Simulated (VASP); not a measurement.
# Ti5Al15H (a cell with a defect) in VASP: notebook

Ti5Al15H (a cell with a defect) is run at these levels: PBE; tasks: single point.

All numbers are computed with VASP 6.6.1; they aren't measurements. Logs are shortened: lines on timing, memory, paths and dates and some standing lists are left out, and cuts for length are marked.

### 1 The cell of the first run

The cell holds a defect, 21 atoms: a = 7.454 Å, b = 7.454 Å, c = 7.454 Å, α = 109.32°, β = 109.55°, γ = 109.55°.

### 2 Single point, PBE

Input file INCAR:

```
PREC = Accurate
ENCUT = 400
EDIFF = 1E-6
ISMEAR = 0
SIGMA = 0.1
LREAL = False
LASPH = True
NELM = 120
ALGO = Normal
ISIF = 2
LWAVE = False
LCHARG = False
GGA = PE
NBANDS = 69
GGA_COMPAT = False
```

Input file KPOINTS:

```
Automatic mesh
0
Gamma
  4 4 4
  0.5 0.5 0.5
```

Input file POSCAR:

```
Ti5Al15H
1.0
   -5.7680202880     -1.9226734293      4.3114047964
   -1.9226734293      5.7680202880     -4.3114047964
    1.9226734293     -5.7680202880     -4.3114047964
Ti Al H
5 15 1
Direct
    0.8009647798      0.2014077794      0.6007127722
    0.3985388721      0.5998370159      0.7985578669
    0.5987593537      0.3990082192      0.1989233301
    0.1989245777      0.7997136448      0.3995786097
    1.0013897163      0.9976451958      0.9992597186
    0.4015094754      0.1021577690      0.3033951680
   -0.0009295390      0.4958993194      0.4955692582
    0.2000082251      0.2951612327      0.8961065010
    0.7978558795      0.6989938826      0.0983619279
    0.6019429417      0.8953173196      0.6941979334
    0.6971582275      0.0459659096      0.1509430716
    0.2965827640      0.4487957814      0.3456240222
    0.5014680524      0.2554105683      0.7470088218
    0.0975872434      0.6338840182      0.9555060839
    0.8982430264      0.8501285067      0.5426732774
    0.4984029973      0.7494627842      0.2487524788
    0.0995784812      0.1503319014      0.4485810431
    0.3171050219      0.9592729791      0.8462258039
    0.8912921840      0.3415182114      0.0482694509
    0.6943918190      0.5467246758      0.6442431088
    0.0759039979      0.8181213354      0.8555732494
```

Potentials or basis: VASP PAW PBE potentials, release 64 (Ti_sv, Al, H).

Command:

```sh
$ cat potpaw_PBE.64/Ti_sv/POTCAR potpaw_PBE.64/Al/POTCAR potpaw_PBE.64/H/POTCAR > POTCAR
$ mpirun -np 1 vasp_std > vasp.out
```

OUTCAR:

```text
PREC = Accurate
   ENCUT = 400
   EDIFF = 1E-6
   ISMEAR = 0
   LREAL = False
   LASPH = True
   NELM = 120
   ISIF = 2
   GGA = PE

 ion  position               nearest neighbor table
   1  0.801  0.201  0.601-   6 2.71   7 2.71  10 2.71   8 2.72  14 2.82  11 2.88  13 2.88  15 2.88
                            20 2.89  17 2.89  19 2.90  16 2.90
   2  0.399  0.600  0.799-   7 2.71   9 2.72   8 2.73  10 2.73  13 2.86  11 2.88  18 2.88  20 2.88
                            17 2.89  16 2.89  14 2.90  12 2.90
   3  0.599  0.399  0.199-   8 2.71   6 2.72   9 2.72   7 2.72  18 2.84  19 2.85  20 2.87  15 2.88
                            12 2.89  16 2.89  11 2.90  13 2.91
   4  0.199  0.800  0.400-   7 2.72   6 2.72   9 2.73  10 2.73  18 2.83  14 2.84  15 2.86  12 2.88
                            16 2.89  17 2.89  13 2.91  19 2.93
   5  0.001  0.998  0.999-  21 1.79   9 2.72   6 2.72   8 2.72  10 2.72  12 2.88  17 2.89  19 2.89
                            20 2.91  11 2.92  15 2.93  14 2.97  18 2.99
   6  0.402  0.102  0.303-   1 2.71   4 2.72   3 2.72   5 2.72  13 2.84  20 2.84  17 2.88  11 2.88
                            16 2.89  12 2.89  14 2.97  18 2.98
   7  0.999  0.496  0.496-   1 2.71   2 2.71   4 2.72   3 2.72  19 2.85  17 2.86  12 2.87  11 2.88
                            20 2.92  15 2.92  18 2.96  14 2.97
   8  0.200  0.295  0.896-   3 2.71   1 2.72   5 2.72   2 2.73  14 2.82  18 2.87  17 2.87  15 2.87
                            13 2.88  12 2.89  16 2.91  19 2.95
   9  0.798  0.699  0.098-   5 2.72   2 2.72   3 2.72   4 2.73  15 2.85  13 2.86  11 2.87  14 2.89
[... 8 lines left out ...]
                             1 2.88   4 2.91   3 2.91  10 2.96
  14  0.098  0.634  0.956-  21 1.79  19 2.66  16 2.67  20 2.80   8 2.82   1 2.82   4 2.84   9 2.89
                             2 2.90  18 2.96   7 2.97   6 2.97   5 2.97
  15  0.898  0.850  0.543-  17 2.69  16 2.70  20 2.76  18 2.81   9 2.85  10 2.86   4 2.86   8 2.87
                             1 2.88   3 2.88   7 2.92   5 2.93
  16  0.498  0.749  0.249-  14 2.67  11 2.68  15 2.70  12 2.71  10 2.85   9 2.89   4 2.89   2 2.89
                             6 2.89   3 2.89   1 2.90   8 2.91
  17  0.100  0.150  0.449-  15 2.69  13 2.71  11 2.71  12 2.72   7 2.86   8 2.87   6 2.88   2 2.89
                             5 2.89   1 2.89   4 2.89   9 2.90
  18  0.317  0.959  0.846-  21 1.79  13 2.65  11 2.66  15 2.81  10 2.82   4 2.83   3 2.84   8 2.87
                             2 2.88  14 2.96   7 2.96   6 2.98   5 2.99
  19  0.891  0.342  0.048-  14 2.66  11 2.69  13 2.71  12 2.72   7 2.85   3 2.85  10 2.87   5 2.89
                             1 2.90   9 2.91   4 2.93   8 2.95
  20  0.694  0.547  0.644-  13 2.67  12 2.71  15 2.76  14 2.80   6 2.84  10 2.84   3 2.87   2 2.88
                             1 2.89   5 2.91   9 2.91   7 2.92
  21  0.076  0.818  0.856-   5 1.79  18 1.79  14 1.79

  LATTYP: Found a body centered tetragonal cell.
 ALAT       =     8.5984569730
 C/A-ratio  =     1.0028322081

  Lattice vectors:

 A1 = (   1.9226734293,  -5.7680202880,   4.3114047964)
 A2 = (  -1.9226734293,   5.7680202880,   4.3114047964)
 A3 = (  -5.7680202880,  -1.9226734293,  -4.3114047964)

[... 181 lines left out ...]
   IALGO  =     38    algorithm
   IMIX   =      4    mixing-type and parameters
     AMIX     =   0.40;   BMIX     =  1.00
     AMIX_MAG =   1.60;   BMIX_MAG =  1.00
  volume/ion in A,a.u.               =      15.18       102.43
  Fermi-wavevector in a.u.,A,eV,Ry     =   1.134201  2.143330 17.502708  1.286413
  Thomas-Fermi vector in A             =   2.270905
   LORBIT       =      0    0 simple, 1 ext, 2 COOP (PROOUT), +10 PAW based schemes
   GGA     = PE    functional components
   LHFCALC =     F    Hartree Fock is set to
   AEXX    =    0.0000 exact exchange contribution
   IVDW    =     0    specifies the selected vdW correction
   LEPSILON=     F    determine dielectric tensor
   LRPA    =     F    only Hartree local field effects (RPA)
 non-spin polarized calculation
 Gauss-broadening in eV      SIGMA  =   0.10
  energy-cutoff  :      400.00
  volume of cell :      318.76
 maximum number of plane-waves:      5800
 NGX is ok and might be reduce to    50
   NGX = 25   NGY = 25   NGZ = 25

 number of electron     106.0000027 magnetization

 Free energy of the ion-electron system (eV)
  ---------------------------------------------------
  ext. energy  EPLUGINS =         0.00000000
  ---------------------------------------------------
  free energy    TOTEN  =      -106.38034742 eV

  energy without entropy =     -106.34239151  energy(sigma->0) =     -106.36136946

 E-fermi :   8.3132     XC(G=0): -10.7507

 val. band max:        8.3119637915   @ k =  -0.1250  -0.1250   0.1250
 cond. band min:       8.3261641723   @ k =  -0.1250   0.3750   0.3750
 fundamental gap:      0.0142003808
 Fermi energy:         8.3132189665

 k-point     1 :       0.1250    0.1250    0.1250
  band No.  band energies     occupation
      1     -48.2445      2.00000
      2     -48.2130      2.00000
      3     -48.2115      2.00000
      4     -48.2067      2.00000
      5     -48.2024      2.00000
      6     -24.5836      2.00000
[... 1621 lines left out ...]
     64      10.0936      0.00000
     65      10.1566      0.00000

 [... further k-points ...]

 [bands above 65 left out]

------------------------ aborting loop because EDIFF is reached ----------------------------------------

  FORCE on cell =-STRESS in cart. coord.  units (eV):
  Direction    XX          YY          ZZ          XY          YZ          ZX
  --------------------------------------------------------------------------------------
  -------------------------------------------------------------------------------------
  Total        1.9497612      2.0201496      0.2611770     -0.5877512     -0.1790104     -0.1968824
  in kB        9.8001372     10.1539327      1.3127610     -2.9542297     -0.8997646     -0.9895953
  external PRESSURE =       7.0889436 kB  Pullay stress =       0.0000000 kB

 VOLUME and BASIS-vectors are now :
 -----------------------------------------------------------------------------
  energy-cutoff  :      400.00
  volume of cell :      318.76
      direct lattice vectors                 reciprocal lattice vectors
    -5.768020288 -1.922673429  4.311404796    -0.156032738 -0.052010913  0.000000000
    -1.922673429  5.768020288 -4.311404796    -0.104021826  0.052010913 -0.115971481
     1.922673429 -5.768020288 -4.311404796    -0.052010913 -0.104021826 -0.115971481

 POSITION                                       TOTAL-FORCE (eV/Angst)
 -----------------------------------------------------------------------------------
     -3.85225     -3.84319     -0.00498        -0.019359     -0.012624     -0.006183
     -1.91670     -1.91249     -4.31078        -0.019217     -0.021228      0.002123
     -3.83835      0.00287      0.00357        -0.013978     -0.021412     -0.001606
     -1.91673      1.92552     -4.31299        -0.014670     -0.014146     -0.002619
     -0.00491     -0.01198     -8.60347         0.010601      0.011221     -0.067102
     -1.92900     -1.93271     -0.01743        -0.006901     -0.013651      0.020248
[... 13 lines left out ...]
     -3.81777     -1.89758     -2.14094         0.014447     -0.024395      0.003756
     -0.36581     -0.36196     -6.88872         0.301240      0.300112     -0.008022
 -----------------------------------------------------------------------------------
    total drift:                               -0.000273     -0.000343      0.000365

  FREE ENERGIE OF THE ION-ELECTRON SYSTEM (eV)
  ---------------------------------------------------
  free  energy   TOTEN  =      -106.3803474188 eV

  energy  without entropy=     -106.3423915075  energy(sigma->0) =     -106.36136946
```

OSZICAR:

```text
N       E                     dE             d eps       ncg     rms          rms(c)
DAV:   1     0.871457669156E+03    0.87146E+03   -0.39770E+04  4488   0.124E+03
DAV:   2     0.669940085379E+01   -0.86476E+03   -0.83854E+03  4465   0.389E+02
DAV:   3    -0.103033717614E+03   -0.10973E+03   -0.10692E+03  6438   0.125E+02
DAV:   4    -0.115957475400E+03   -0.12924E+02   -0.12794E+02  6952   0.355E+01
DAV:   5    -0.116675132001E+03   -0.71766E+00   -0.71653E+00  6320   0.764E+00    0.249E+01
DAV:   6    -0.109995647147E+03    0.66795E+01   -0.13109E+02  6096   0.458E+01    0.147E+01
DAV:   7    -0.106834623671E+03    0.31610E+01   -0.53112E+01  5812   0.285E+01    0.688E+00
DAV:   8    -0.106545490770E+03    0.28913E+00   -0.40537E+00  5792   0.883E+00    0.328E+00
DAV:   9    -0.106436178489E+03    0.10931E+00   -0.13610E+00  6420   0.433E+00    0.217E+00
DAV:  10    -0.106384913186E+03    0.51265E-01   -0.54331E-01  6094   0.285E+00    0.723E-01
DAV:  11    -0.106382005721E+03    0.29075E-02   -0.49278E-02  6272   0.918E-01    0.417E-01
DAV:  12    -0.106380920612E+03    0.10851E-02   -0.94018E-03  6024   0.540E-01    0.197E-01
DAV:  13    -0.106380475300E+03    0.44531E-03   -0.76763E-03  6408   0.397E-01    0.103E-01
DAV:  14    -0.106380443141E+03    0.32159E-04   -0.70992E-04  6192   0.153E-01    0.882E-02
DAV:  15    -0.106380354296E+03    0.88844E-04   -0.89575E-04  6168   0.120E-01    0.206E-02
DAV:  16    -0.106380347595E+03    0.67013E-05   -0.59951E-05  5888   0.356E-02    0.488E-03
DAV:  17    -0.106380347419E+03    0.17629E-06   -0.23391E-06  4072   0.104E-02
   1 F= -.10638035E+03 E0= -.10636137E+03  d E =-.379559E-01
```

stdout:

```text
POSCAR found type information on POSCAR TiAlH
 POSCAR found :  3 types and      21 ions
 scaLAPACK will be used
 -----------------------------------------------------------------------------
|                                                                             |
|                                                                             |
|     You have a (more or less) 'large supercell' and for larger cells it     |
|     might be more efficient to use real-space projection operators.         |
|     Therefore, try LREAL= Auto in the INCAR file.                           |
|     Mind: For very accurate calculation, you might also keep the            |
|     reciprocal projection scheme (i.e. LREAL=.FALSE.).                      |
|                                                                             |
 -----------------------------------------------------------------------------

 LDA part: xc-table for (Slater+PW92), standard interpolation
 POSCAR, INCAR and KPOINTS ok, starting setup
 FFT: planning ... GRIDC
 FFT: planning ... GRID_SOFT
 FFT: planning ... GRID
 WAVECAR not read
 entering main loop
```

It took 13 min on 1 thread of Intel Xeon Platinum 8259CL at 2.50GHz (Skylake/Cascade Lake), shared host; peak memory 0.56 GiB.

Results:

```
Free energy            : -106.3803 eV
Pressure               : 0.7 GPa
Largest force          : 0.425 eV/Å
Band gap on the k mesh : zero (bands 53 and 54 overlap by 0.44 eV)
```

Forces on the atoms (eV/Å):
```
Ti  -0.019 -0.013 -0.006
Ti  -0.019 -0.021  0.002
Ti  -0.014 -0.021 -0.002
Ti  -0.015 -0.014 -0.003
Ti   0.011  0.011 -0.067
Al  -0.007 -0.014  0.020
Al  -0.020 -0.018  0.012
Al  -0.017 -0.019  0.015
Al  -0.018 -0.017  0.025
Al  -0.014 -0.009  0.001
Al  -0.033 -0.014  0.000
Al  -0.014 -0.003 -0.002
Al   0.025 -0.050  0.011
Al  -0.104  0.039  0.004
Al  -0.014 -0.001  0.001
Al  -0.024 -0.017  0.004
Al  -0.019 -0.014  0.002
Al   0.045 -0.102 -0.006
Al  -0.044  0.022 -0.006
Al   0.014 -0.024  0.004
H    0.301  0.300 -0.008
```

Levels at points of the mesh, in eV from the Fermi level:
```
           k point  band 50  band 51  band 52  band 53  band 54  band 55  band 56  band 57
(0.12, 0.12, 0.12)    -0.64    -0.53    -0.40     0.04     0.08     0.45     1.05     1.14
```

### 3 Single point, PBE

INCAR is that of step 2.

KPOINTS is that of step 2.

Input file POSCAR:

```
Ti5Al15H
1.0
   -5.7680202880     -1.9226734293      4.3114047964
   -1.9226734293      5.7680202880     -4.3114047964
    1.9226734293     -5.7680202880     -4.3114047964
Ti Al H
5 15 1
Direct
    0.8003996292      0.2001541981      0.5997432746
    0.3969335553      0.5993024055      0.7971986234
    0.5979114718      0.3984014832      0.1968069253
    0.1987246478      0.7987571995      0.3988982384
    1.0060709065      0.9918198020      0.9957910433
    0.4029558469      0.1045760846      0.3055298680
   -0.0026768977      0.4963889085      0.4957442853
    0.1993562683      0.2964050793      0.8966609431
    0.7969213474      0.7019679678      0.1008375406
    0.6025920899      0.8942272531      0.6940317367
    0.6943798565      0.0436120634      0.1495193365
    0.2968903046      0.4474638509      0.3459423460
    0.5061077379      0.2627408314      0.7461566241
    0.0844543839      0.6205112996      0.9561177475
    0.8988867655      0.8494274814      0.5439398770
    0.4961943539      0.7482154253      0.2477441100
    0.0985371187      0.1497011013      0.4479239254
    0.3218551266      0.9697237506      0.8381256871
    0.8884954012      0.3347788548      0.0498186054
    0.6983519819      0.5505824957      0.6445627824
    0.1499969239      0.8336214548      0.9079379236
```

Potentials or basis: VASP PAW PBE potentials, release 64 (Ti_sv, Al, H).

Command:

```sh
$ cat potpaw_PBE.64/Ti_sv/POTCAR potpaw_PBE.64/Al/POTCAR potpaw_PBE.64/H/POTCAR > POTCAR
$ mpirun -np 1 vasp_std > vasp.out
```

It took 26 min on 1 thread of Intel Xeon 8259CL, shared host; peak memory 0.57 GiB.

The run converged. Its results:

```yaml
Free_energy: -106.0216 eV
Pressure: 1.1 GPa
Largest_force: 1.099 eV/Å
Band_gap_on_the_k_mesh: zero (bands 53 and 54 overlap by 0.38 eV)
```

Forces on the atoms (eV/Å):
```
Ti  -0.032 -0.014  0.020
Ti  -0.058 -0.060  0.106
Ti  -0.021 -0.018  0.023
Ti  -0.016 -0.029  0.017
Ti  -0.030 -0.035  0.070
Al  -0.033 -0.037  0.018
Al  -0.038 -0.039 -0.008
Al  -0.027 -0.035  0.069
Al  -0.034 -0.031  0.051
Al  -0.036 -0.019  0.047
Al  -0.004 -0.010  0.027
Al  -0.012  0.002  0.029
Al   0.034 -0.051  0.022
Al  -0.157  0.021  0.117
Al  -0.015  0.022  0.033
Al  -0.010  0.007  0.037
Al  -0.011 -0.006  0.030
Al   0.030 -0.165  0.106
Al  -0.042  0.022  0.006
Al   0.027 -0.020  0.034
H    0.484  0.493 -0.854
```

Stress tensor (GPa, compression positive):
```
 1.57 -1.29  0.06
-1.29  1.65  0.06
 0.06  0.06  0.18
```

Levels at points of the mesh, in eV from the Fermi level:
| k point | band 51 | band 52 | band 53 | band 54 | band 55 | band 56 |
| --- | --- | --- | --- | --- | --- | --- |
| (0.12, 0.12, 0.12) | -0.51 | -0.40 | 0.03 | 0.08 | 0.42 | 1.01 |

(Continued in part 2 of 2.)
